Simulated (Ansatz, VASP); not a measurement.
**MgSnSb2: VASP beside Ansatz**

File POSCAR:

```
MgSnSb2
1.0
    4.6460329121      0.0000000000      0.0000000000
    0.0000000000      4.6460329121      0.0000000000
    0.0000000000      0.0000000000      6.6201459492
Mg Sb Sn
1 2 1
Direct
    0.0000000000      0.0000000000      0.0000000000
    0.0000000000      0.5000000000      0.2428810293
    0.5000000000      0.0000000000      0.7571189707
    0.5000000000      0.5000000000      0.5000000000
```

The input INCAR.step1:

```
SYSTEM = MgSnSb2
  PREC = Accurate
  ENCUT = 520
  ISMEAR = -1
  SIGMA = 0.02
  LREAL = .False.
  LASPH = .True.
  NELM = 100
  NBANDS = 21
  GGA = PE
  ALGO = Normal
  EDIFF = 1E-4
  LWAVE = .True.
  LCHARG = .False.
```

File INCAR.step2:

```
SYSTEM = MgSnSb2
  PREC = Accurate
  ENCUT = 520
  EDIFF = 1E-6
  ISMEAR = -1
  SIGMA = 0.02
  LREAL = .False.
  LASPH = .True.
  NELM = 100
  ALGO = Normal
  ISIF = 2
  LWAVE = .False.
  LCHARG = .False.
  METAGGA = R2SCAN
  LMIXTAU = .True.
  NBANDS = 21
  ISTART = 1
```

Contents of KPOINTS:

```
regular mesh
0
Gamma
  4 4 4
  0 0 0
```

Input for Ansatz:

```yaml
crystal:
  lattice:
    - [4.6460329121, 0.0, 0.0]
    - [0.0, 4.6460329121, 0.0]
    - [0.0, 0.0, 6.6201459492]
  atoms:
    - { symbol: Mg, position: [0.0, 0.0, 0.0] }
    - { symbol: Sb, position: [0.0, 0.5, 0.2428810293] }
    - { symbol: Sn, position: [0.5, 0.5, 0.5] }
    - { symbol: Sb, position: [0.5, 0.0, 0.7571189707] }
kpoints:
  mp_grid: { grid: [4, 4, 4] }
hamiltonian:
  xc: r2scan
scf:
  occupations: { method: fermi_dirac, width: 0.02 }
  n_extra_bands: 5
output:
  forces: true
  stress: true
  eigenvalues: true
```

Alike in both runs: task single point; functional r2SCAN; k mesh 4 × 4 × 4; occupations fermi-dirac, width 0.02 eV; no spin polarisation.

```csv
,VASP,Ansatz
version,VASP 6.6.1,Ansatz 0.2.0
potentials or method,"VASP PAW PBE potentials, release 64 (Mg, Sb, Sn_d)","plane waves, PAW"
plane-wave cutoff (eV),520,500
valence electrons in the cell,26,54
```

```tsv
	VASP	Ansatz	Ansatz less VASP
pressure (GPa)	-1.0	-1.0	-0.02
rms of the force components (eV/Å)	0.014	0.024	+0.0095
```

VASP's potentials were made for PBE, not for r2SCAN. The functional is the same, so the differences come from potentials, cutoffs and numerics. VASP's potentials hold 26 valence electrons a cell and Ansatz's 54, so a difference there can come from the potentials and not from the codes.

Neither program's run includes spin-orbit coupling.
